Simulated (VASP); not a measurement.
Runs of VASP 6.6.1 on HgTe. The structure is that of space group F-43m (No. 216), or close to it. The cells are those of the table. 

```csv
task,cell,cutoff (eV),gap on the mesh (eV),pressure (GPa)
single point,"a = 4.608 Å, angles 60.0°, 2 atoms",520,none,2.5
relaxation of cell and atoms,"relaxed from a = 4.704 Å, angles 60.0°, 2 atoms",600,none,0.0
single point,"a = 4.856 Å, angles 60.0°, 2 atoms",520,none,-2.5
single point,"a = 4.559 Å, angles 60.0°, 2 atoms",520,none,4.1
single point,"a = 4.508 Å, angles 60.0°, 2 atoms",520,none,(a)
```

Alike in all rows: level PBE; potentials or basis VASP PAW PBE potentials, release 64 (Hg, Te); no spin polarisation; k mesh 12 × 12 × 12; smearing gaussian 0.1 eV.

Task: Estimate the missing entries.

Result: (a) 6.1.

Caveats: spin-orbit coupling is left out, which moves the levels of the heavy elements.

A k mesh can miss the band edges, and the runs leave out spin-orbit coupling on Hg, Te.

A gap of «none» marks levels without a gap at the run's occupations.
